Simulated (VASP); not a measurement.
Set up this calculation in VASP 6.6.1, as the native input.

```
Task                   : single point
Functional             : PBEsol
Potentials or basis    : VASP PAW PBE potentials, release 64 (V_sv)
Cutoff                 : 520 eV
k mesh                 : 12 × 12 × 6
Occupations            : fermi-dirac, width 0.05 eV
Spin                   : collinear spin, ferromagnetic start
Starting moments       : [2.0, 2.0] μB
Dipole correction      : no
Further INCAR settings : ALGO = Normal; EDIFF = 1e-06; NBANDS = 24
```

The structure of V lies in POSCAR:

```
V
1.0
    2.4925456254      0.0000000000      0.0000000000
   -1.2462728127      2.1586078317      0.0000000000
    0.0000000000      0.0000000000      4.5209308154
V
2
Direct
    0.3333333333      0.6666666667      0.2500000000
    0.6666666667      0.3333333333      0.7500000000
```

This isn't the form of V at room conditions, which is bcc.

The input as run:

INCAR

```
ALGO     = Normal         # electronic algorithm
EDIFF    = 1E-6           # SCF threshold, eV
ENCUT    = 520            # plane-wave cutoff, eV
GGA      = PS             # functional
ISIF     = 2              # what is computed and relaxed
ISMEAR   = -1             # smearing method
ISPIN    = 2              # spin polarisation
LASPH    = T              # aspherical terms in the spheres
LCHARG   = T              # write CHGCAR
LELF     = T              # ELF
LMAXMIX  = 4              # l up to which the mixer works
LORBIT   = 11             # projections on sites
LREAL    = F              # projectors in reciprocal space
LVHAR    = T            
LWAVE    = F              # write WAVECAR
MAGMOM   = 2 2            # initial moments
NBANDS   = 24             # bands
NELM     = 150            # most SCF steps
PREC     = Accurate       # precision mode
SIGMA    = 0.05           # smearing width, eV
```

KPOINTS

```
k-points
0
Gamma
  12 12 6
```

Potentials or basis: VASP PAW PBE potentials, release 64 (V_sv).

The run is started by

```console
$ cat potpaw_PBE.64/V_sv/POTCAR > POTCAR
$ mpirun -np 1 vasp_std > vasp.out
```

It gave:

The pressure is 20.4 GPa and the band gap on the k mesh is zero (filled and empty bands overlap). The net moment is 0.00 μB per cell and the valence electrons inside the program's atomic spheres are V 11.88.

Caveat: the cell stands under pressure; the moments typed at the start vanished in this run; the PAW data sets were made with another functional, which shifts forces and pressure a little.

It took 42 s on 1 thread of Intel(R) Xeon(R) 6975P-C (Granite Rapids) (shared host), peak memory 0.18 GiB.
